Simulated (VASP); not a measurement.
Tc3Ge, 4 atoms in the cell. It takes space group Fm-3m (No. 225, cubic). The conventional cell has a = 5.957 Å, b = 5.957 Å, c = 5.957 Å, α = 90.00°, β = 90.00°, γ = 90.00°. Within 3.4 Å of Tc (site symmetry -43m) lie 10 Tc at 2.58 to 2.98 Å and 4 Ge at 2.58 Å. Tc (site symmetry m-3m) has 8 Tc at 2.58 Å and 6 Ge at 2.98 Å within 3.4 Å. Ge (site symmetry m-3m) has 14 Tc at 2.58 to 2.98 Å within 3.4 Å. 

- Program: VASP 6.6.1
- Task: single point
- Functional: r2SCAN
- Potentials or basis: VASP PAW PBE potentials, release 64 (Tc_pv, Ge_d)
- Cutoff: 520 eV
- k mesh: 7 × 7 × 7
- Occupations: methfessel-paxton, width 0.15 eV
- Spin: no spin polarisation
- Dipole correction: no
- Further INCAR settings: ALGO = Normal; EDIFF = 1e-06; NBANDS = 34

Potentials or basis: VASP PAW PBE potentials, release 64 (Tc_pv, Ge_d).

Run with:

```bash
$ cat potpaw_PBE.64/Tc_pv/POTCAR potpaw_PBE.64/Ge_d/POTCAR > POTCAR
$ cp INCAR.step1 INCAR
$ mpirun -np 1 vasp_std > vasp.out
$ cp INCAR.step2 INCAR
$ mpirun -np 1 vasp_std > vasp.out
```

Hardware: 1 thread of Intel(R) Xeon(R) 6975P-C (Granite Rapids), with other jobs on the host.

Problem. Estimate the wall time of this run.

Solution. Wall time 45 s on 1 thread of Intel(R) Xeon(R) 6975P-C (Granite Rapids), with other jobs on the host, peak memory 0.19 GiB. Counts: k points 20.
